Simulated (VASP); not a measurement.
Wanted: the native input for a VASP 6.6.1 run.

| Property | Result |
| --- | --- |
| Task | relaxation of cell and atoms |
| Functional | PBE |
| Potentials or basis | VASP PAW PBE potentials, release 64 (Sn_d, H) |
| Cutoff | 600 eV |
| k mesh | 6 × 6 × 2 |
| Occupations | gaussian, width 0.1 eV |
| Spin | no spin polarisation |
| Dipole correction | no |
| Further INCAR settings | ALGO = Normal; EDIFF = 1e-07; IBRION = 2; EDIFFG = -0.04; NSW = 90; ISIF = 3 |

The structure of SnH5 lies in POSCAR:

```
SnH5
1.0
    3.0812253700      0.0000000000      0.0000000000
   -1.5406126800      2.6684194400      0.0000000000
    0.0000000000      0.0000000000      8.0075615100
Sn H
1 5
Direct
    0.0000000000      0.0000000000      0.5000000000
    0.5000000000      0.0000000000      0.0000000000
    0.0000000000      0.5000000000      0.0000000000
    0.5000000000      0.5000000000      0.0000000000
    0.0000000000      0.0000000000      0.0906683200
    0.0000000000      0.0000000000      0.9093316800
```

One way to write it, as run:

INCAR

```
PREC     = Accurate       # precision mode
ENCUT    = 600            # plane-wave cutoff, eV
EDIFF    = 1E-7           # SCF threshold, eV
ISMEAR   = 0              # smearing method
SIGMA    = 0.1            # smearing width, eV
LREAL    = False          # projectors in reciprocal space
LASPH    = True           # aspherical terms in the spheres
NELM     = 100            # most SCF steps
ALGO     = Normal         # electronic algorithm
ISIF     = 3              # what is computed and relaxed
LWAVE    = False          # write WAVECAR
LCHARG   = False          # write CHGCAR
GGA      = PE             # functional
IBRION   = 2              # ionic algorithm
NSW      = 90             # ionic steps
EDIFFG   = -0.04          # ionic threshold
```

KPOINTS

```
Automatic mesh
0
Gamma
  6 6 2
```

Potentials or basis: VASP PAW PBE potentials, release 64 (Sn_d, H).

Launch:

```console
$ cat potpaw_PBE.64/Sn_d/POTCAR potpaw_PBE.64/H/POTCAR > POTCAR
$ mpirun -np 1 vasp_std > vasp.out
```

Results of the run:

```json
{"Relaxed volume": "7.47 Å³/atom", "Relaxed cell": "a = 3.130 Å, b = 3.130 Å, c = 5.278 Å, α = 90.00°, β = 90.00°, γ = 120.00°", "Space group after relaxing (to 0.05 Å)": "P6/mmm (No. 191)", "Energy gained by relaxing": "316.2 meV/atom", "Ionic steps": "37", "Pressure after relaxing": "0.3 GPa", "Largest force after relaxing": "0.015 eV/Å"}
```

Caveat: the k points lie up to 0.60 Å⁻¹ apart in the final cell; the volume moved by over 15 % at a fixed basis, so the end points are rough.

Run time: 9 min on 1 thread of Intel(R) Xeon(R) Platinum 8259CL CPU @ 2.50GHz (Skylake/Cascade Lake), with other jobs on the host, peak memory 0.24 GiB.
